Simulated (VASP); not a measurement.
A run of VASP 6.6.1 is set up as follows.

File INCAR:

```
PREC = Accurate ; ENCUT = 500
EDIFF = 1E-6 ; ISMEAR = -1
SIGMA = 0.01 ; LREAL = False
LASPH = True ; NELM = 120
ALGO = Normal ; ISIF = 2
LWAVE = False ; LCHARG = True
GGA = PS ; LELF = True
LVHAR = True ; NBANDS = 17
GGA_COMPAT = False
```

The input KPOINTS:

```
regular mesh
0
Gamma
  9 9 9
```

File POSCAR:

```
PbSe
1.0
    0.0000000000      3.0207645214      3.0207645214
    3.0207645214      0.0000000000      3.0207645214
    3.0207645214      3.0207645214      0.0000000000
Pb Se
1 1
Direct
    0.0000000000      0.0000000000      0.0000000000
    0.5000000000      0.5000000000      0.5000000000
```

Potentials or basis: VASP PAW PBE potentials, release 64 (Pb_d, Se).

Run with:

```console
$ cat potpaw_PBE.64/Pb_d/POTCAR potpaw_PBE.64/Se/POTCAR > POTCAR
$ mpirun -np 1 vasp_std > vasp.out
```

Q: Predict the pressure.

A: 1.7 GPa.

Caveat: the PAW data sets were made with another functional, which shifts forces and pressure a little.
